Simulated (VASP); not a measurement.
Set up this calculation in VASP 6.6.1, as the native input.

```
Task                   : single point
Functional             : LDA
Potentials or basis    : VASP PAW LDA potentials, release 64 (Zr_sv)
Cutoff                 : 520 eV
k mesh                 : 16 × 16 × 16
Occupations            : fermi-dirac, width 0.03 eV
Spin                   : no spin polarisation
Dipole correction      : no
Further INCAR settings : ALGO = Normal; EDIFF = 1e-06; NBANDS = 12
```

The structure of Zr lies in POSCAR:

```
Zr
1.0
   -1.7730508568      1.7730508568      1.7730508568
    1.7730508568     -1.7730508568      1.7730508568
    1.7730508568      1.7730508568     -1.7730508568
Zr
1
Direct
    0.0000000000      0.0000000000      0.0000000000
```

This cell differs from its parent crystal: volume scaled by 0.94.

The input as run:

INCAR

```
PREC = Accurate
ENCUT = 520
EDIFF = 1E-6
ISMEAR = -1
SIGMA = 0.03
LREAL = F
LASPH = T
NELM = 60
ALGO = Normal
ISIF = 2
LWAVE = F
LCHARG = F
NBANDS = 12
```

KPOINTS

```
Automatic mesh
0
Gamma
  16 16 16
```

Potentials or basis: VASP PAW LDA potentials, release 64 (Zr_sv).

Run with:

```console
$ cat potpaw_LDA.64/Zr_sv/POTCAR > POTCAR
$ mpirun -np 1 vasp_std > vasp.out
```

It gave:

- Pressure: -4.9 GPa
- Band gap on the k mesh: zero (band 6 reaches 10.10 eV, above the bottom of band 7 at 8.22 eV)

Wall time 12 s on 1 thread of Intel(R) Xeon(R) Platinum 8488C (Sapphire Rapids), on a shared host, peak memory 0.15 GiB.
